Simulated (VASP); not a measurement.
# Pb (Fm-3m) in VASP: notebook

Pb is run at these levels: r2SCAN; tasks: single point.

Program: VASP 6.6.1. These are calculated values, not measurements. Logs are shortened: lines on timing, memory, paths and dates and some standing lists are left out, and cuts for length are marked.

## Step 1: The cell of the first run

The structure is cubic, space group Fm-3m (No. 225). The conventional cell has a = 4.994 Å, b = 4.994 Å, c = 4.994 Å, α = 90.00°, β = 90.00°, γ = 90.00°. Within 4.6 Å of Pb (site symmetry m-3m) lie 12 Pb at 3.53 Å.

## Step 2: Single point, r2SCAN

The input, POSCAR:

```
Pb
1.0
    0.0000000000      2.4971339692      2.4971339692
    2.4971339692      0.0000000000      2.4971339692
    2.4971339692      2.4971339692      0.0000000000
Pb
1
Direct
    0.0000000000      0.0000000000      0.0000000000
```

The input, INCAR.step1:

```
SYSTEM = Pb
PREC     = Accurate       ! precision mode
ENCUT    = 520            ! plane-wave cutoff, eV
ISMEAR   = 0              ! smearing method
SIGMA    = 0.05           ! smearing width, eV
LREAL    = .False.        ! projectors in reciprocal space
LASPH    = .True.         ! aspherical terms in the spheres
NELM     = 80             ! most SCF steps
NBANDS   = 13             ! bands
GGA      = PE             ! functional
ALGO     = Normal         ! electronic algorithm
EDIFF    = 1E-4           ! SCF threshold, eV
LWAVE    = .True.         ! write WAVECAR
LCHARG   = .False.        ! write CHGCAR
```

The input, INCAR.step2:

```
SYSTEM = Pb
PREC     = Accurate       ! precision mode
ENCUT    = 520            ! plane-wave cutoff, eV
EDIFF    = 1E-6           ! SCF threshold, eV
ISMEAR   = 0              ! smearing method
SIGMA    = 0.05           ! smearing width, eV
LREAL    = .False.        ! projectors in reciprocal space
LASPH    = .True.         ! aspherical terms in the spheres
NELM     = 80             ! most SCF steps
ALGO     = Normal         ! electronic algorithm
ISIF     = 2              ! what is computed and relaxed
LWAVE    = .False.        ! write WAVECAR
LCHARG   = .False.        ! write CHGCAR
METAGGA  = R2SCAN         ! meta-GGA
LMIXTAU  = .True.       
NBANDS   = 13             ! bands
ISTART   = 1
```

The input, KPOINTS:

```
regular mesh
0
Gamma
  14 14 14
  0 0 0
```

Potentials or basis: VASP PAW PBE potentials, release 64 (Pb_d).

The run is started by

```
$ cat potpaw_PBE.64/Pb_d/POTCAR > POTCAR
$ cp INCAR.step1 INCAR
$ mpirun -np 1 vasp_std > vasp.out
$ cp INCAR.step2 INCAR
$ mpirun -np 1 vasp_std > vasp.out
```

OUTCAR:

```text
SYSTEM = Pb
   PREC = Accurate
   ENCUT = 520
   EDIFF = 1E-6
   ISMEAR = 0
   LREAL = .False.
   LASPH = .True.
   NELM = 80
   ISIF = 2
   METAGGA = R2SCAN
   ISTART = 1

 ion  position               nearest neighbor table
   1  0.000  0.000  0.000-

  LATTYP: Found a face centered cubic cell.
 ALAT       =     4.9942679384

  Lattice vectors:

 A1 = (   0.0000000000,   2.4971339692,   2.4971339692)
 A2 = (   2.4971339692,   0.0000000000,   2.4971339692)
 A3 = (   2.4971339692,   2.4971339692,   0.0000000000)

Analysis of symmetry for initial positions (statically):
=====================================================================
 Subroutine PRICEL returns:
 Original cell was already a primitive cell.

 Routine SETGRP: Setting up the symmetry group for a
 face centered cubic supercell.

 Subroutine GETGRP returns: Found 48 space group operations
 (whereof 48 operations were pure point group operations)
 out of a pool of 48 trial point group operations.

The static configuration has the point symmetry O_h .

Analysis of symmetry for dynamics (positions and initial velocities):
=====================================================================
 Subroutine PRICEL returns:
 Original cell was already a primitive cell.

 Routine SETGRP: Setting up the symmetry group for a
 face centered cubic supercell.

 Subroutine GETGRP returns: Found 48 space group operations
 (whereof 48 operations were pure point group operations)
 out of a pool of 48 trial point group operations.

The dynamic configuration has the point symmetry O_h .

 Subroutine INISYM returns: Found 48 space group operations
 (whereof 48 operations are pure point group operations),
 and found     1 'primitive' translations

----------------------------------------------------------------------------------------

                                     Primitive cell

  volume of cell :      31.1426

  direct lattice vectors                    reciprocal lattice vectors
     0.000000000  2.497133969  2.497133969    -0.200229546  0.200229546  0.200229546
     2.497133969  0.000000000  2.497133969     0.200229546 -0.200229546  0.200229546
     2.497133969  2.497133969  0.000000000     0.200229546  0.200229546 -0.200229546

  length of vectors
     3.531480726  3.531480726  3.531480726     0.346807746  0.346807746  0.346807746

  position of ions in fractional coordinates (direct lattice)
     0.000000000  0.000000000  0.000000000

[... 76 lines left out ...]
   LREAL  =      F    real-space projection
   EDIFFG = 0.1E-04   stopping-criterion for IOM
   NSW    =      0    number of steps for IOM
   IBRION =     -1    ionic relax: 0-MD 1-quasi-New 2-CG
   NFREE  =      0    steps in history (QN), initial steepest desc. (CG)
   ISIF   =      2    stress and relaxation
   ISYM   =      2    0-nonsym 1-usesym 2-fastsym
   POTIM  = 0.5000    time-step for ionic-motion
   TEBEG  =    0.0;   TEEND  =   0.0 temperature during run
   PSTRESS=    0.0 pullay stress
   NELECT =      14.0000    total number of electrons
   NUPDOWN=      -1.0000    fix difference up-down
   EMIN   =  10.00;   EMAX   =-10.00  energy-range for DOS
   EFERMI =   0.00;   METHOD = LEGACY
   ISMEAR =     0;   SIGMA  =   0.05  broadening in eV -4-tet -1-fermi 0-gaus
   EFERMI_NEDOS =   21; number of points for ismear=-14 and -15
   IALGO  =     38    algorithm
   IMIX   =      4    mixing-type and parameters
     AMIX     =   0.40;   BMIX     =  1.00
     AMIX_MAG =   1.60;   BMIX_MAG =  1.00
  volume/ion in A,a.u.               =      31.14       210.16
  Fermi-wavevector in a.u.,A,eV,Ry     =   1.254100  2.369906 21.398808  1.572768
  Thomas-Fermi vector in A             =   2.387922
   LORBIT       =      0    0 simple, 1 ext, 2 COOP (PROOUT), +10 PAW based schemes
   METAGGA = R2SCAN    functional components
   LHFCALC =     F    Hartree Fock is set to
   AEXX    =    0.0000 exact exchange contribution
   IVDW    =     0    specifies the selected vdW correction
   LEPSILON=     F    determine dielectric tensor
   LRPA    =     F    only Hartree local field effects (RPA)
 non-spin polarized calculation
 Gauss-broadening in eV      SIGMA  =   0.05
  energy-cutoff  :      520.00
  volume of cell :       31.14
 maximum number of plane-waves:       872
 NGX is ok and might be reduce to    28
   NGX = 13   NGY = 13   NGZ = 13

 number of electron      14.0000001 magnetization

 Free energy of the ion-electron system (eV)
  ---------------------------------------------------
  ext. energy  EPLUGINS =         0.00000000
  ---------------------------------------------------
  free energy    TOTEN  =       -56.28320307 eV

  energy without entropy =      -56.28234041  energy(sigma->0) =      -56.28277174

 E-fermi :   6.9651     XC(G=0): -10.7814

 val. band max:        6.9649051955   @ k =   0.3571   0.2143   0.0000
 cond. band min:       6.9686204674   @ k =  -0.2857   0.2857   0.0714
 fundamental gap:      0.0037152719
 Fermi energy:         6.9650667302

 k-point     1 :       0.0000    0.0000    0.0000
  band No.  band energies     occupation
      1     -10.7770      2.00000
      2     -10.7770      2.00000
      3     -10.7770      2.00000
      4     -10.6405      2.00000
      5     -10.6405      2.00000
      6      -5.1841      2.00000
      7      14.4403      0.00000
      8      14.4403      0.00000
      9      14.4403      0.00000
     10      17.3282      0.00000
     11      18.8671      0.00000
     12      19.8344      0.00000
     13      19.8344      0.00000
[... 354 lines left out ...]
  band No.  band energies     occupation
      1     -10.8171      2.00000
      2     -10.7200      2.00000
      3     -10.6922      2.00000
      4     -10.6505      2.00000
      5     -10.5714      2.00000
      6      -3.7232      2.00000
      7       8.2039      0.00000
      8      11.7344      0.00000
      9      11.9779      0.00000
     10      15.8583      0.00000
     11      17.4496      0.00000
     12      21.1678      0.00000
     13      22.0219      0.00000

 [... further k-points ...]
[... 5 lines left out ...]
  --------------------------------------------------------------------------------------
  -------------------------------------------------------------------------------------
  Total       -0.0003458     -0.0003458     -0.0003458      0.0000000     -0.0000000      0.0000000
  in kB       -0.0177885     -0.0177885     -0.0177885      0.0000000     -0.0000000      0.0000000
  external PRESSURE =      -0.0177885 kB  Pullay stress =       0.0000000 kB

 VOLUME and BASIS-vectors are now :
 -----------------------------------------------------------------------------
  energy-cutoff  :      520.00
  volume of cell :       31.14
      direct lattice vectors                 reciprocal lattice vectors
     0.000000000  2.497133969  2.497133969    -0.200229546  0.200229546  0.200229546
     2.497133969  0.000000000  2.497133969     0.200229546 -0.200229546  0.200229546
     2.497133969  2.497133969  0.000000000     0.200229546  0.200229546 -0.200229546

 POSITION                                       TOTAL-FORCE (eV/Angst)
 -----------------------------------------------------------------------------------
      0.00000      0.00000      0.00000         0.000000      0.000000      0.000000
 -----------------------------------------------------------------------------------
    total drift:                               -0.000000     -0.000000     -0.000000

  FREE ENERGIE OF THE ION-ELECTRON SYSTEM (eV)
  ---------------------------------------------------
  free  energy   TOTEN  =       -56.2832030663 eV

  energy  without entropy=      -56.2823404076  energy(sigma->0) =      -56.28277174
```

OSZICAR.step1:

```text
N       E                     dE             d eps       ncg     rms          rms(c)
DAV:   1     0.106173373822E+03    0.10617E+03   -0.70030E+03  2742   0.124E+03
DAV:   2     0.137525912630E+01   -0.10480E+03   -0.10193E+03  2824   0.310E+02
DAV:   3    -0.345917385060E+01   -0.48344E+01   -0.48228E+01  3330   0.714E+01
DAV:   4    -0.357065883598E+01   -0.11148E+00   -0.11146E+00  3385   0.117E+01
DAV:   5    -0.357527704408E+01   -0.46182E-02   -0.46180E-02  3725   0.215E+00    0.501E-01
DAV:   6    -0.356667952926E+01    0.85975E-02   -0.12318E-02  3547   0.193E+00    0.252E-01
DAV:   7    -0.356473077465E+01    0.19488E-02   -0.53692E-03  3504   0.119E+00    0.882E-02
DAV:   8    -0.356470303617E+01    0.27738E-04   -0.40206E-04  3396   0.319E-01
   1 F= -.35647030E+01 E0= -.35643020E+01  d E =-.801975E-03
```

It took 1.7 min on 1 thread of AMD EPYC 9R45 (Zen 5), shared host; peak memory 0.16 GiB.

What came out:

| Quantity | Value |
| --- | --- |
| Free energy | -56.2832 eV |
| Pressure | 0.0 GPa |
| Band gap on the k mesh | zero (band 7 reaches 14.44 eV, above the bottom of band 8 at 5.39 eV) |

Caveat: the PAW data sets were made with another functional, which shifts forces and pressure a little; spin-orbit coupling is left out, which moves the levels of the heavy elements.

## Step 3: Single point, r2SCAN

The input, POSCAR:

```
Pb
1.0
    0.0000000000      2.4971339646      2.4971339646
    2.4971339646      0.0000000000      2.4971339646
    2.4971339646      2.4971339646      0.0000000000
Pb
1
Direct
    0.0000000000      0.0000000000      0.0000000000
```

INCAR.step1 is that of step 2.

INCAR.step2 is that of step 2.

KPOINTS is that of step 2.

Potentials or basis: VASP PAW PBE potentials, release 64 (Pb_d).

The run is started by

```
$ cat potpaw_PBE.64/Pb_d/POTCAR > POTCAR
$ cp INCAR.step1 INCAR
$ mpirun -np 1 vasp_std > vasp.out
$ cp INCAR.step2 INCAR
$ mpirun -np 1 vasp_std > vasp.out
```

Wall time 1.8 min (1 thread of AMD EPYC 9R45 (Zen 5), shared host); peak memory 0.16 GiB.

Results (log left out):

```yaml
Free_energy: -56.2832 eV
Pressure: 0.0 GPa
Band_gap_on_the_k_mesh: zero (band 7 reaches 14.44 eV, above the bottom of band 8 at 5.39 eV)
```

Levels at points of the mesh, in eV from the Fermi level:
```tsv
k point	band 4	band 5	band 6	band 7	band 8	band 9	band 10	band 11
(0.00, 0.00, 0.00)	-17.61	-17.61	-12.15	7.48	7.48	7.48	10.36	11.90
(0.50, 0.00, 0.00)	-17.47	-17.47	-8.49	-4.28	5.61	5.61	9.78	9.90
(0.50, 0.50, 0.00)	-17.44	-17.44	-7.05	-3.39	2.06	2.06	5.80	6.90
```

Caveat: the PAW data sets were made with another functional, which shifts forces and pressure a little; spin-orbit coupling is left out, which moves the levels of the heavy elements.
